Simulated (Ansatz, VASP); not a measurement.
Two plane-wave programs on Zr

```
Zr
1.0
     3.14275    0.00000    0.00000
    -1.57138    2.72171    0.00000
     0.00000    0.00000    5.09164
Zr
2
Direct
  0.33333 0.66667 0.25000
  0.66667 0.33333 0.75000
```

Alike in both runs: functional LDA; k mesh 15 × 15 × 8; occupations gaussian, width 0.1 eV; no spin polarisation.

Ansatz relaxed the structure, and its values are those at the end. VASP's run is a single point on that final structure, the one shown.

|  | VASP | Ansatz |
| --- | --- | --- |
| version | VASP 6.6.1 | Ansatz 0.2.0 |
| potentials or method | VASP PAW LDA potentials, release 64 (Zr_sv), cutoff 520 eV | scalar-relativistic, plane waves, PAW |
| valence electrons in the cell | 24 | 24 |

Ansatz gave:

- gap on the k mesh at the Fermi level (eV): none
- pressure (GPa): 0.0

Task: What did VASP give for the same quantities?

Result: gap on the k mesh at the Fermi level (eV): none; pressure (GPa): 0.1.

LDA's correlation is that of Perdew and Zunger in VASP and of Perdew and Wang (1992) in Ansatz. A gap of «none» marks a metal or a gap that the smearing closes.
